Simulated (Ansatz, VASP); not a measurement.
NaCl: VASP beside Ansatz

```
Cl Na
1.0
     0.00000    2.79406    2.79406
     2.79406    0.00000    2.79406
     2.79406    2.79406    0.00000
Cl Na
1 1
Direct
  0.50000 0.50000 0.50000
  0.00000 0.00000 0.00000
```

Alike in both runs: functional r2SCAN0; k mesh 4 × 4 × 4; occupations fermi-dirac, width 0.05 eV; no spin polarisation.

```csv
,VASP,Ansatz
version,VASP 6.6.1,Ansatz 0.2.0
potentials or method,"VASP PAW PBE potentials, release 64 (Cl, Na_pv)",Ansatz PAW
plane-wave cutoff (eV),520,500
valence electrons in the cell,14,16
task,single point,band structure
```

|  | VASP | Ansatz | Ansatz less VASP |
| --- | --- | --- | --- |
| gap on the k mesh at the Fermi level (eV) | 7.81 | 7.78 | -0.030 |
| least direct gap on the mesh (eV) | 7.81 | 7.78 | -0.030 |
| pressure (GPa) | -0.1 | 0.1 | +0.14 |

VASP's potentials were made for PBE, not for r2SCAN0. VASP's potentials hold 14 valence electrons a cell and Ansatz's 16, so a difference there can come from the potentials and not from the codes.

The k mesh is coarse, so the values compare programs but aren't converged.
